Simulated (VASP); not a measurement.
Runs of VASP 6.6.1 on Rh. The structure is that of space group P6_3/mmc (No. 194), or close to it. The cells are those of the table. 

```csv
cell,k mesh,gap on the mesh (eV),pressure (GPa)
"a = 2.738, b = 2.738, c = 4.411 Å, angles 90.0, 90.0, 120.0°, 2 atoms",15 × 15 × 8,none,0.0
"a = 2.738, b = 2.738, c = 4.411 Å, angles 90.0, 90.0, 120.0°, 2 atoms",13 × 13 × 7,none,0.1
"a = 2.663, b = 2.663, c = 4.290 Å, angles 90.0, 90.0, 120.0°, 2 atoms",15 × 15 × 8,none,(b)
"a = 2.774, b = 2.774, c = 4.469 Å, angles 90.0, 90.0, 120.0°, 2 atoms",15 × 15 × 8,none,(a)
"a = 2.809, b = 2.809, c = 4.526 Å, angles 90.0, 90.0, 120.0°, 2 atoms",15 × 15 × 8,none,-14.9
"a = 2.738, b = 2.738, c = 4.411 Å, angles 90.0, 90.0, 120.0°, 2 atoms",22 × 22 × 12,none,0.1
"a = 2.701, b = 2.701, c = 4.351 Å, angles 90.0, 90.0, 120.0°, 2 atoms",15 × 15 × 8,none,10.9
"a = 2.624, b = 2.624, c = 4.227 Å, angles 90.0, 90.0, 120.0°, 2 atoms",15 × 15 × 8,none,42.5
```

Alike in all rows: task single point; level revPBE; potentials or basis VASP PAW PBE potentials, release 64 (Rh_pv); no spin polarisation; cutoff (eV) 520; smearing fermi-dirac 0.1 eV.

**Question.** Fill in the values left out.

**Answer.** (a) -8.4; (b) 24.8.

Caveats: the PAW data sets were made with another functional, which shifts forces and pressure a little.

A k mesh can miss the band edges, and the runs leave out spin-orbit coupling on Rh.

A gap of «none» marks levels without a gap at the run's occupations.
